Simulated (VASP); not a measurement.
The system is Se.

```
CELL_PARAMETERS angstrom
-1.73500 1.73500 1.73500
1.73500 -1.73500 1.73500
1.73500 1.73500 -1.73500
ATOMIC_POSITIONS crystal
Se 0.00000 0.00000 0.00000
```

This isn't the form of Se at room conditions, which is trigonal, of chains.

```yaml
Program: VASP 6.6.1
Task: relaxation of cell and atoms
Functional: r2SCAN
Potentials_or_basis: VASP PAW PBE potentials, release 64 (Se)
Cutoff: 550 eV
k_mesh: 9 × 9 × 9
Occupations: fermi-dirac, width 0.02 eV
Spin: no spin polarisation
```

At the start: pressure -1.8 GPa; volume 20.89 Å³/atom.

Problem. How do energy, volume and symmetry change on relaxing?

Solution. Over 3 steps the energy falls by 2.8 meV/atom and the volume is 20.40 Å³/atom (-2.3 %); space group Im-3m (No. 229, to 0.1 Å) before and after.

The path:
```tsv
step	energy change (eV)	largest force (eV/Å)	pressure (GPa)	volume (Å³)
1	0.0000	0.0000	-1.78	20.89
2	-0.0022	0.0000	0.85	20.20
3	-0.0028	0.0000	0.00	20.40
```

Final structure:
```
Se
1.0
    -1.72143    1.72143    1.72143
     1.72143   -1.72143    1.72143
     1.72143    1.72143   -1.72143
Se
1
Direct
  0.00000 0.00000 0.00000
```

Caveat: the PAW data sets were made with another functional, which shifts forces and pressure a little.
